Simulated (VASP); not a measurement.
Wanted: the native input for a VASP 6.6.1 run.

```yaml
Task: single point
Functional: LDA
Potentials_or_basis: VASP PAW LDA potentials, release 64 (Al, Ru_pv)
Cutoff: 520 eV
k_mesh: 10 × 10 × 10
Occupations: gaussian, width 0.03 eV
Spin: no spin polarisation
Dipole_correction: no
Further_INCAR_settings: ALGO = Fast; EDIFF = 1e-06; NBANDS = 29
```

The structure of Al2Ru lies in POSCAR:

```
Al2Ru
1.0
    0.0000000000      4.0913495965      4.4979292040
    2.2695705013      0.0000000000      4.4979292040
    2.2695705013      4.0913495965      0.0000000000
Al Ru
4 2
Direct
    0.0788992938      0.4211007062      0.0788992938
    0.4211007062      0.0788992938      0.4211007062
    0.1711007062      0.8288992938      0.1711007062
    0.8288992938      0.1711007062      0.8288992938
    0.7500000000      0.7500000000      0.7500000000
    0.5000000000      0.5000000000      0.5000000000
```

The input as run:

INCAR

```
SYSTEM = Al2Ru
PREC = Accurate ; ENCUT = 520
EDIFF = 1E-6 ; ISMEAR = 0
SIGMA = 0.03 ; LREAL = .FALSE.
LASPH = .TRUE. ; NELM = 80
ALGO = Fast ; ISIF = 2
LWAVE = .FALSE. ; LCHARG = .FALSE.
NBANDS = 29
```

KPOINTS

```
regular mesh
0
G
  10 10 10
  0 0 0
```

Potentials or basis: VASP PAW LDA potentials, release 64 (Al, Ru_pv).

Launch:

```sh
$ cat potpaw_LDA.64/Al/POTCAR potpaw_LDA.64/Ru_pv/POTCAR > POTCAR
$ mpirun -np 1 vasp_std > vasp.out
```

It gave:

The pressure is -5.8 GPa, the largest force is 0.209 eV/Å and the band gap on the k mesh is zero (bands 20 and 21 overlap by 0.30 eV).

Caveat: the stress differs along the axes, from -12 to 5 GPa.

It took 7.5 min on 1 thread of Intel(R) Xeon(R) Platinum 8259CL CPU @ 2.50GHz (Skylake/Cascade Lake), on a shared host, peak memory 0.45 GiB.
